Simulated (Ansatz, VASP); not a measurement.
**Two plane-wave programs on Pt**

The input INCAR:

```
SYSTEM = Pt
PREC     = Accurate       ! precision mode
ENCUT    = 520            ! plane-wave cutoff, eV
EDIFF    = 1E-6           ! SCF threshold, eV
ISMEAR   = 0              ! smearing method
SIGMA    = 0.15           ! smearing width, eV
LREAL    = .FALSE.        ! projectors in reciprocal space
LASPH    = .TRUE.         ! aspherical terms in the spheres
NELM     = 100            ! most SCF steps
ALGO     = Fast           ! electronic algorithm
ISIF     = 2              ! what is computed and relaxed
LWAVE    = .FALSE.        ! write WAVECAR
LCHARG   = .FALSE.        ! write CHGCAR
GGA      = PE             ! functional
NBANDS   = 11             ! bands
```

The input KPOINTS:

```
regular mesh
0
G
  22 22 22
  0 0 0
```

POSCAR

```
Pt
1.0
   -1.6475888000      1.6475888000      1.4574824000
    1.6475888000     -1.6475888000      1.4574824000
    1.6475888000      1.6475888000     -1.4574824000
Pt
1
Direct
    0.0000000000      0.0000000000      0.0000000000
```

Input for Ansatz:

```yaml
crystal:
  lattice:
    - [-1.6475888, 1.6475888, 1.4574824]
    - [1.6475888, -1.6475888, 1.4574824]
    - [1.6475888, 1.6475888, -1.4574824]
  atoms:
    - { symbol: Pt, position: [0.0, 0.0, 0.0] }
basis:
  ecutwfc: 420
kpoints:
  mp_grid: { grid: [22, 22, 22] }
hamiltonian:
  xc: pbe
scf:
  occupations: { method: gaussian, width: 0.15 }
output:
  forces: true
  stress: true
  eigenvalues: true
```

Change from the starting cell: strain +0.040 along x and y, -0.080 along z, atoms carried along.

Alike in both runs: task single point; functional PBE; k mesh 22 × 22 × 22; occupations gaussian, width 0.15 eV; no spin polarisation.

|  | VASP | Ansatz |
| --- | --- | --- |
| version | VASP 6.6.1 | Ansatz 0.2.0 |
| potentials or method | VASP PAW PBE potentials, release 64 (Pt), cutoff 520 eV | scalar-relativistic, plane waves, PAW |
| valence electrons in the cell | 10 | 18 |

Ansatz gave:

- gap on the k mesh at the Fermi level (eV): none
- pressure (GPa): -0.6
- traceless stress, the component that is largest in VASP (GPa): -6.91

**Question.** What did VASP give for the same quantities?

**Answer.** gap on the k mesh at the Fermi level (eV): none; pressure (GPa): -1.1; traceless stress, the component that is largest in VASP (GPa): -6.83.

A gap of «none» marks a metal or a gap that the smearing closes. VASP's potentials hold 10 valence electrons a cell and Ansatz's 18, so a difference there can come from the potentials and not from the codes.

Neither program's run includes spin-orbit coupling.
